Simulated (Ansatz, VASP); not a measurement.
FeO: VASP beside Ansatz

The input INCAR:

```
SYSTEM = FeO
ALGO = Normal
EDIFF = 1E-7
EDIFFG = -0.04
ENCUT = 600
GGA = PE
IBRION = 2
ISIF = 3
ISMEAR = 0
ISPIN = 2
LASPH = .TRUE.
LCHARG = .FALSE.
LMAXMIX = 4
LORBIT = 11
LREAL = .FALSE.
LWAVE = .FALSE.
MAGMOM = 3.53 3.53 0.35 0.35
NELM = 150
NSW = 90
PREC = Accurate
SIGMA = 0.1
```

The input KPOINTS:

```
k-points
0
G
  6 6 4
  0 0 0
```

The input POSCAR:

```
FeO
1.0
    3.1802776968      0.0000000000      0.0000000000
   -1.5901388484      2.7542012765      0.0000000000
    0.0000000000      0.0000000000      5.0931050588
Fe O
2 2
Direct
    0.3333333333      0.6666666667      0.0000000000
    0.6666666667      0.3333333333      0.5000000000
    0.3333333333      0.6666666667      0.3821000000
    0.6666666667      0.3333333333      0.8821000000
```

Input for Ansatz:

```yaml
crystal:
  lattice:
    - [3.1802776968, 0.0, 0.0]
    - [-1.5901388484, 2.7542012765, 0.0]
    - [0.0, 0.0, 5.0931050588]
  atoms:
    - { symbol: Fe, position: [0.3333333333, 0.6666666667, 0.0], spin: 3.53 }
    - { symbol: Fe, position: [0.6666666667, 0.3333333333, 0.5], spin: 3.53 }
    - { symbol: O, position: [0.3333333333, 0.6666666667, 0.3821], spin: 0.35 }
    - { symbol: O, position: [0.6666666667, 0.3333333333, 0.8821], spin: 0.35 }
basis:
  ecutwfc: 420
kpoints:
  mp_grid: { grid: [6, 6, 4] }
hamiltonian:
  xc: pbe
scf:
  occupations: { method: gaussian, width: 0.1 }
  lower_state_search: "off"
output:
  forces: true
  stress: true
  eigenvalues: true
  populations: true
magnetization:
  spin_polarized: true
relax:
  adjacent_minimum: "off"
  f_tol: 0.04
  max_steps: 70
  cell: { stress_tol: 0.4 }
```

Alike in both runs: task relaxation of cell and atoms; functional PBE; k mesh 6 × 6 × 4; occupations gaussian, width 0.1 eV; collinear spin.

|  | VASP | Ansatz |
| --- | --- | --- |
| version | VASP 6.6.1 | Ansatz 0.2.0 |
| potentials or method | VASP PAW PBE potentials, release 64 (Fe, O), cutoff 600 eV | scalar-relativistic, plane waves, PAW |
| valence electrons in the cell | 28 | 44 |

```tsv
	VASP	Ansatz	Ansatz less VASP
gap on the k mesh at the Fermi level, each at its own relaxed structure (eV)	none	none	-
net moment per atom (μB)	2.00	2.00	0.000
size of the moment on the site where the two differ most (μB)	3.58	3.25	-0.334
relaxed volume (Å³/atom)	11.94	11.88	-0.061
relaxed cell length with the largest relative difference (Å)	3.107	3.094	-0.0133
```

Site moments also hang on the region over which each program counts them. A gap of «none» marks a metal or a gap that the smearing closes. VASP's potentials hold 28 valence electrons a cell and Ansatz's 44, so a difference there can come from the potentials and not from the codes.

The k mesh is coarse, so the values compare programs but aren't converged.
